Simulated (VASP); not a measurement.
# CuO (P4/mmm) in VASP: further runs

Aim: see how the results for CuO move with the level of theory and the settings. Levels: LDA, PBEsol, PBE+D3(BJ), r2SCAN. Tasks: single point.

All numbers are computed with VASP 6.6.1; they aren't measurements. Logs are shortened: lines on timing, memory, paths and dates and some standing lists are left out, and cuts for length are marked.

## Step 1: The cell of the first run

The structure is tetragonal, space group P4/mmm (No. 123). Conventional cell: a = 4.161 Å, b = 4.161 Å, c = 3.888 Å, α = 90.00°, β = 90.00°, γ = 90.00°. Cu (site symmetry mmm) has 4 O at 1.94 to 2.08 Å within 2.6 Å. Cu (site symmetry 4/mmm) has 6 O at 1.94 to 2.08 Å within 2.6 Å. O (site symmetry 4/mmm) has 6 Cu at 1.94 to 2.08 Å within 2.6 Å. O (site symmetry mmm) has 4 Cu at 1.94 to 2.08 Å within 2.6 Å.

## Step 2: Single point, LDA

Input file INCAR:

```
SYSTEM = CuO
PREC     = Accurate       ! precision mode
ENCUT    = 820            ! plane-wave cutoff, eV
EDIFF    = 1E-6           ! SCF threshold, eV
ISMEAR   = -1             ! smearing method
SIGMA    = 0.05           ! smearing width, eV
LREAL    = .FALSE.        ! projectors in reciprocal space
LASPH    = .TRUE.         ! aspherical terms in the spheres
NELM     = 120            ! most SCF steps
ALGO     = Normal         ! electronic algorithm
ISIF     = 2              ! what is computed and relaxed
LWAVE    = .FALSE.        ! write WAVECAR
LCHARG   = .FALSE.        ! write CHGCAR
GGA      = CA             ! functional
NBANDS   = 46             ! bands
GGA_COMPAT= .FALSE.
```

Input file KPOINTS:

```
Automatic mesh
0
G
  7 7 7
  0 0 0
```

Input file POSCAR:

```
CuO
1.0
    4.1609370000      0.0000000000      0.0000000000
    0.0000000000      4.1609370000      0.0000000000
    0.0000000000      0.0000000000      3.8876430000
Cu O
3 3
Direct
    0.5000000000      0.0000000000      0.5000000000
    0.0000000000      0.5000000000      0.5000000000
    0.0000000000      0.0000000000      0.0000000000
    0.0000000000      0.0000000000      0.5000000000
    0.5000000000      0.0000000000      0.0000000000
    0.0000000000      0.5000000000      0.0000000000
```

Potentials or basis: VASP PAW LDA potentials, release 64 (Cu_sv_GW, O).

Run with:

```sh
$ cat potpaw_LDA.64/Cu_sv_GW/POTCAR potpaw_LDA.64/O/POTCAR > POTCAR
$ mpirun -np 1 vasp_std > vasp.out
```

OUTCAR:

```text
SYSTEM = CuO
   PREC = Accurate
   ENCUT = 820
   EDIFF = 1E-6
   ISMEAR = -1
   LREAL = .FALSE.
   LASPH = .TRUE.
   NELM = 120
   ISIF = 2
   GGA = CA

 ion  position               nearest neighbor table
   1  0.500  0.000  0.500-   5 1.94   5 1.94   4 2.08   4 2.08
   2  0.000  0.500  0.500-   6 1.94   6 1.94   4 2.08   4 2.08
   3  0.000  0.000  0.000-   4 1.94   4 1.94   6 2.08   5 2.08   6 2.08   5 2.08
   4  0.000  0.000  0.500-   3 1.94   3 1.94   1 2.08   2 2.08   2 2.08   1 2.08
   5  0.500  0.000  0.000-   1 1.94   1 1.94   3 2.08   3 2.08
   6  0.000  0.500  0.000-   2 1.94   2 1.94   3 2.08   3 2.08

  LATTYP: Found a simple tetragonal cell.
 ALAT       =     4.1609370000
 C/A-ratio  =     0.9343191209

  Lattice vectors:

 A1 = (   4.1609370000,   0.0000000000,   0.0000000000)
 A2 = (   0.0000000000,   4.1609370000,   0.0000000000)
 A3 = (   0.0000000000,   0.0000000000,   3.8876430000)

Analysis of symmetry for initial positions (statically):
=====================================================================
 Subroutine PRICEL returns:
 Original cell was already a primitive cell.

 Routine SETGRP: Setting up the symmetry group for a
 simple tetragonal supercell.

 Subroutine GETGRP returns: Found 16 space group operations
 (whereof 16 operations were pure point group operations)
 out of a pool of 16 trial point group operations.

The static configuration has the point symmetry D_4h.

Analysis of symmetry for dynamics (positions and initial velocities):
=====================================================================
 Subroutine PRICEL returns:
 Original cell was already a primitive cell.

 Routine SETGRP: Setting up the symmetry group for a
 simple tetragonal supercell.

 Subroutine GETGRP returns: Found 16 space group operations
 (whereof 16 operations were pure point group operations)
 out of a pool of 16 trial point group operations.

The dynamic configuration has the point symmetry D_4h.

 Subroutine INISYM returns: Found 16 space group operations
 (whereof 16 operations are pure point group operations),
 and found     1 'primitive' translations

----------------------------------------------------------------------------------------

                                     Primitive cell

  volume of cell :      67.3083

  direct lattice vectors                    reciprocal lattice vectors
     4.160937000  0.000000000  0.000000000     0.240330483  0.000000000  0.000000000
     0.000000000  4.160937000  0.000000000     0.000000000  0.240330483  0.000000000
     0.000000000  0.000000000  3.887643000     0.000000000  0.000000000  0.257225265

  length of vectors
     4.160937000  4.160937000  3.887643000     0.240330483  0.240330483  0.257225265

  position of ions in fractional coordinates (direct lattice)
     0.500000000  0.000000000  0.500000000
     0.000000000  0.500000000  0.500000000
     0.000000000  0.000000000  0.000000000
     0.000000000  0.000000000  0.500000000
     0.500000000  0.000000000  0.000000000
     0.000000000  0.500000000  0.000000000

  ion indices of the primitive-cell ions
   primitive index   ion index
                 1           1
                 2           2
                 3           3
                 4           4
                 5           5
                 6           6

----------------------------------------------------------------------------------------

 KPOINTS: Automatic mesh

Automatic generation of k-mesh.
 Grid dimensions read from file:
 generate k-points for:    7    7    7

 Generating k-lattice:

  Cartesian coordinates                     Fractional coordinates (reciprocal lattice)
     0.034332926  0.000000000  0.000000000     0.142857143  0.000000000  0.000000000
     0.000000000  0.034332926  0.000000000     0.000000000  0.142857143  0.000000000
     0.000000000  0.000000000  0.036746466     0.000000000  0.000000000  0.142857143

  Length of vectors
     0.034332926  0.034332926  0.036746466

  Shift w.r.t. Gamma in fractional coordinates (k-lattice)
     0.000000000  0.000000000  0.000000000

 Subroutine IBZKPT returns following result:
 ===========================================

 Found     40 irreducible k-points:

 Following reciprocal coordinates:
            Coordinates               Weight
  0.000000  0.000000  0.000000      1.000000
  0.142857  0.000000  0.000000      4.000000
  0.285714  0.000000  0.000000      4.000000
  0.428571  0.000000  0.000000      4.000000
  0.142857  0.142857  0.000000      4.000000
  0.285714  0.142857  0.000000      8.000000
[... 16 lines left out ...]
  0.285714  0.000000  0.285714      8.000000
  0.428571  0.000000  0.285714      8.000000
 [... further k-points ...]
   k-points           NKPTS =     40   k-points in BZ     NKDIM =     40   number of bands    NBANDS=     46
   number of dos      NEDOS =    301   number of ions     NIONS =      6
   total plane-waves  NPLWV =  57600
   dimension x,y,z NGX =    40 NGY =   40 NGZ =   36
   dimension x,y,z NGXF=    80 NGYF=   80 NGZF=   72
   ions per type =               3   3
   NGX,Y,Z   is equivalent  to a cutoff of  15.98, 15.98, 15.39 a.u.
   NGXF,Y,Z  is equivalent  to a cutoff of  31.96, 31.96, 30.79 a.u.
 SYSTEM =  CuO
   PREC   = accura    normal or accurate (medium, high low for compatibility)
   ISTART =      0    job   : 0-new  1-cont  2-samecut
   ICHARG =      2    charge: 1-file 2-atom 10-const
   ISPIN  =      1    spin polarized calculation?
   LNONCOLLINEAR =      F non collinear calculations
   LSORBIT =      F    spin-orbit coupling
   LASPH  =      T    aspherical Exc in radial PAW
   ENCUT  =  820.0 eV  60.27 Ry    7.76 a.u.   9.72  9.72  9.08*2*pi/ulx,y,z
   NELM   =    120;   NELMIN=  2; NELMDL= -5     # of ELM steps
   EDIFF  = 0.1E-05   stopping-criterion for ELM
   LREAL  =      F    real-space projection
   EDIFFG = 0.1E-04   stopping-criterion for IOM
   NSW    =      0    number of steps for IOM
   IBRION =     -1    ionic relax: 0-MD 1-quasi-New 2-CG
   NFREE  =      0    steps in history (QN), initial steepest desc. (CG)
   ISIF   =      2    stress and relaxation
   ISYM   =      2    0-nonsym 1-usesym 2-fastsym
   POTIM  = 0.5000    time-step for ionic-motion
   TEBEG  =    0.0;   TEEND  =   0.0 temperature during run
   PSTRESS=    0.0 pullay stress
   NELECT =      75.0000    total number of electrons
   NUPDOWN=      -1.0000    fix difference up-down
   EMIN   =  10.00;   EMAX   =-10.00  energy-range for DOS
   EFERMI =   0.00;   METHOD = LEGACY
   ISMEAR =    -1;   SIGMA  =   0.05  broadening in eV -4-tet -1-fermi 0-gaus
   EFERMI_NEDOS =   21; number of points for ismear=-14 and -15
   IALGO  =     38    algorithm
   IMIX   =      4    mixing-type and parameters
     AMIX     =   0.40;   BMIX     =  1.00
     AMIX_MAG =   1.60;   BMIX_MAG =  1.00
  volume/ion in A,a.u.               =      11.22        75.70
  Fermi-wavevector in a.u.,A,eV,Ry     =   1.697223  3.207287 39.192501  2.880568
  Thomas-Fermi vector in A             =   2.777944
   LORBIT       =      0    0 simple, 1 ext, 2 COOP (PROOUT), +10 PAW based schemes
   GGA     = CA    functional components
   LHFCALC =     F    Hartree Fock is set to
   AEXX    =    0.0000 exact exchange contribution
   IVDW    =     0    specifies the selected vdW correction
   LEPSILON=     F    determine dielectric tensor
   LRPA    =     F    only Hartree local field effects (RPA)
 non-spin polarized calculation
  energy-cutoff  :      820.00
  volume of cell :       67.31
 maximum number of plane-waves:      3623
 NGX is ok and might be reduce to    40
   NGX = 19   NGY = 19   NGZ = 19

 number of electron      75.0000007 magnetization

 Free energy of the ion-electron system (eV)
  ---------------------------------------------------
  ext. energy  EPLUGINS =         0.00000000
  ---------------------------------------------------
  free energy    TOTEN  =       -33.63151204 eV

  energy without entropy =      -33.59894389  energy(sigma->0) =      -33.61522796

 E-fermi :   3.7519     XC(G=0): -12.0840

 val. band max:        3.7370387962   @ k =   0.1429   0.1429   0.4286
 cond. band min:       3.7528982040   @ k =   0.4286   0.2857   0.4286
 fundamental gap:      0.0158594078
 Fermi energy:         3.7519490377

 k-point     1 :       0.0000    0.0000    0.0000
  band No.  band energies     occupation
      1    -107.7641      2.00000
      2    -107.2950      2.00000
      3    -107.2939      2.00000
      4     -65.7908      2.00000
      5     -65.6895      2.00000
      6     -65.6895      2.00000
[... 38 lines left out ...]
     45      14.6072      0.00000
     46      15.2701      0.00000

 k-point     2 :       0.1429    0.0000    0.0000
  band No.  band energies     occupation
      1    -107.7640      2.00000
      2    -107.2949      2.00000
      3    -107.2939      2.00000
      4     -65.7906      2.00000
      5     -65.6895      2.00000
      6     -65.6894      2.00000
[... 38 lines left out ...]
     45      15.1883      0.00000
     46      15.2804      0.00000

 k-point     3 :       0.2857    0.0000    0.0000
  band No.  band energies     occupation
      1    -107.7640      2.00000
      2    -107.2947      2.00000
      3    -107.2940      2.00000
      4     -65.7905      2.00000
      5     -65.6895      2.00000
      6     -65.6892      2.00000
[... 38 lines left out ...]
     45      15.2942      0.00000
     46      16.0699      0.00000

 k-point     4 :       0.4286    0.0000    0.0000
  band No.  band energies     occupation
      1    -107.7640      2.00000
      2    -107.2945      2.00000
      3    -107.2943      2.00000
      4     -65.7905      2.00000
      5     -65.6894      2.00000
      6     -65.6893      2.00000
[... 920 lines left out ...]
     45      13.3198      0.00000
     46      16.6658      0.00000

 k-point    23 :       0.2857    0.0000    0.2857
  band No.  band energies     occupation
      1    -107.7640      2.00000
      2    -107.2947      2.00000
      3    -107.2940      2.00000
      4     -65.7907      2.00000
      5     -65.6894      2.00000
      6     -65.6893      2.00000
[... 38 lines left out ...]
     45      13.9243      0.00000
     46      16.1202      0.00000

 k-point    24 :       0.4286    0.0000    0.2857
  band No.  band energies     occupation
      1    -107.7640      2.00000
      2    -107.2945      2.00000
      3    -107.2943      2.00000
      4     -65.7908      2.00000
      5     -65.6894      2.00000
      6     -65.6893      2.00000
[... 38 lines left out ...]
     45      14.6844      0.00000
     46      15.8201      0.00000

 [... further k-points ...]

------------------------ aborting loop because EDIFF is reached ----------------------------------------

  FORCE on cell =-STRESS in cart. coord.  units (eV):
  Direction    XX          YY          ZZ          XY          YZ          ZX
  --------------------------------------------------------------------------------------
  -------------------------------------------------------------------------------------
  Total       -4.0378658     -4.0378658     -6.7919739      0.0000000      0.0000000      0.0000000
  in kB      -96.1155823    -96.1155823   -161.6731628      0.0000000      0.0000000      0.0000000
  external PRESSURE =    -117.9681091 kB  Pullay stress =       0.0000000 kB

 VOLUME and BASIS-vectors are now :
 -----------------------------------------------------------------------------
  energy-cutoff  :      820.00
  volume of cell :       67.31
      direct lattice vectors                 reciprocal lattice vectors
     4.160937000  0.000000000  0.000000000     0.240330483  0.000000000  0.000000000
     0.000000000  4.160937000  0.000000000     0.000000000  0.240330483  0.000000000
     0.000000000  0.000000000  3.887643000     0.000000000  0.000000000  0.257225265

 POSITION                                       TOTAL-FORCE (eV/Angst)
 -----------------------------------------------------------------------------------
      2.08047      0.00000      1.94382         0.000000      0.000000      0.000000
      0.00000      2.08047      1.94382         0.000000      0.000000      0.000000
      0.00000      0.00000      0.00000         0.000000      0.000000      0.000000
      0.00000      0.00000      1.94382         0.000000      0.000000      0.000000
      2.08047      0.00000      0.00000         0.000000      0.000000      0.000000
      0.00000      2.08047      0.00000         0.000000      0.000000      0.000000
 -----------------------------------------------------------------------------------
    total drift:                               -0.000000     -0.000000     -0.000000

  FREE ENERGIE OF THE ION-ELECTRON SYSTEM (eV)
  ---------------------------------------------------
  free  energy   TOTEN  =       -33.6315120350 eV

  energy  without entropy=      -33.5989438943  energy(sigma->0) =      -33.61522796
```

Wall time 3.7 min (1 thread of Intel Xeon 6975P-C (Granite Rapids), shared host); peak memory 0.34 GiB.

Results:

```
Free energy            : -33.6315 eV
Pressure               : -11.8 GPa
Band gap on the k mesh : zero (an odd number of electrons rules out a gap without spin polarisation)
```

Levels at points of the mesh, in eV from the Fermi level:
```
           k point  band 34  band 35  band 36  band 37  band 38  band 39  band 40  band 41  band 42  band 43
(0.00, 0.00, 0.00)    -1.73    -1.53    -1.51    -1.46    -1.46    -1.40     1.26     5.91     7.39     8.68
```

Caveat: the stress differs along the axes, from -16 to -10 GPa; an odd number of electrons without spin polarisation forces a metal; a magnetic or distorted state may lie lower; semilocal functionals often make such compounds metallic where correlation or magnetic order opens a gap, which also shifts bond lengths. With open d or f shells a metallic result of LDA can be an artefact of self-interaction; +U or a hybrid may open a gap.

## Step 3: Single point, PBEsol

This run uses another cell than the first one, of 10.81 Å³/atom.

Input file INCAR:

```
SYSTEM = CuO
ALGO = Normal
EDIFF = 1E-6
ENCUT = 820
GGA = PS
GGA_COMPAT = .FALSE.
ISIF = 2
ISMEAR = -1
LASPH = .TRUE.
LCHARG = .FALSE.
LREAL = .FALSE.
LWAVE = .FALSE.
NBANDS = 46
NELM = 120
PREC = Accurate
SIGMA = 0.05
```

Input file KPOINTS:

```
k-points
0
G
  7 7 7
  0 0 0
```

POSCAR, as its differences from that of step 2:

```diff
@@ -2,5 +2,5 @@
 1.0
-    4.1609370000      0.0000000000      0.0000000000
-    0.0000000000      4.1609370000      0.0000000000
-    0.0000000000      0.0000000000      3.8876430000
+    4.1105392618      0.0000000000      0.0000000000
+    0.0000000000      4.1105392618      0.0000000000
+    0.0000000000      0.0000000000      3.8400642793
 Cu O
```

Potentials or basis: VASP PAW PBE potentials, release 64 (Cu_sv_GW, O).

Run with:

```sh
$ cat potpaw_PBE.64/Cu_sv_GW/POTCAR potpaw_PBE.64/O/POTCAR > POTCAR
$ mpirun -np 1 vasp_std > vasp.out
```

Run time: 2.9 min. Hardware: 1 thread of Intel Xeon 6975P-C (Granite Rapids), shared host; peak memory 0.36 GiB.

Results (log left out):

```
Free energy            : -30.8483 eV
Pressure               : -0.8 GPa
Band gap on the k mesh : zero (an odd number of electrons rules out a gap without spin polarisation)
```

Stress tensor (GPa, compression positive):
```
-0.82  0.00  0.00
 0.00 -0.82  0.00
 0.00  0.00 -0.70
```

Levels at points of the mesh, in eV from the Fermi level:
| k point | band 35 | band 36 | band 37 | band 38 | band 39 | band 40 | band 41 | band 42 |
| --- | --- | --- | --- | --- | --- | --- | --- | --- |
| (0.00, 0.00, 0.00) | -1.60 | -1.60 | -1.59 | -1.52 | -1.39 | 1.32 | 6.15 | 7.73 |

Caveat: the PAW data sets were made with another functional, which shifts forces and pressure a little; an odd number of electrons without spin polarisation forces a metal; a magnetic or distorted state may lie lower; semilocal functionals often make such compounds metallic where correlation or magnetic order opens a gap, which also shifts bond lengths.

## Step 4: Single point, PBE+D3(BJ)

This run uses another cell than the first one, of 11.04 Å³/atom.

Input file INCAR:

```
PREC = Accurate ; ENCUT = 820
EDIFF = 1E-6 ; ISMEAR = -1
SIGMA = 0.05 ; LREAL = F
LASPH = T ; NELM = 120
ALGO = Normal ; ISIF = 2
LWAVE = F ; LCHARG = F
GGA = PE ; IVDW = 12
NBANDS = 46 ; GGA_COMPAT = F
```

Input file KPOINTS:

```
Automatic mesh
0
Gamma
  7 7 7
```

POSCAR, as its differences from that of step 3:

```diff
@@ -2,5 +2,5 @@
 1.0
-    4.1105392618      0.0000000000      0.0000000000
-    0.0000000000      4.1105392618      0.0000000000
-    0.0000000000      0.0000000000      3.8400642793
+    4.1337560343      0.0000000000      0.0000000000
+    0.0000000000      4.1337560343      0.0000000000
+    0.0000000000      0.0000000000      3.8773838634
 Cu O
```

Run with:

```sh
$ cat potpaw_PBE.64/Cu_sv_GW/POTCAR potpaw_PBE.64/O/POTCAR > POTCAR
$ mpirun -np 1 vasp_std > vasp.out
```

Run time: 3.8 min. Hardware: 1 thread of Intel Xeon Platinum 8488C (Sapphire Rapids), shared host; peak memory 0.37 GiB.

Results (log left out):

| Property | Result |
| --- | --- |
| Free energy | -29.7056 eV |
| Pressure | -1.1 GPa |
| Band gap on the k mesh | zero (an odd number of electrons rules out a gap without spin polarisation) |
| Dispersion energy per atom | -0.257 eV |

Stress tensor (GPa, compression positive):
```
-1.15  0.00  0.00
 0.00 -1.15  0.00
 0.00  0.00 -0.99
```

Levels at points of the mesh, in eV from the Fermi level:
```csv
k point,band 36,band 37,band 38,band 39,band 40,band 41
"(0.00, 0.00, 0.00)",-1.51,-1.51,-1.48,-1.38,1.30,6.13
```

Caveat: an odd number of electrons without spin polarisation forces a metal; a magnetic or distorted state may lie lower; semilocal functionals often make such compounds metallic where correlation or magnetic order opens a gap, which also shifts bond lengths.

(Part 1 of 2 ends here.)

The gap in the log of VASP goes by the Fermi energy; the results here count the filled bands.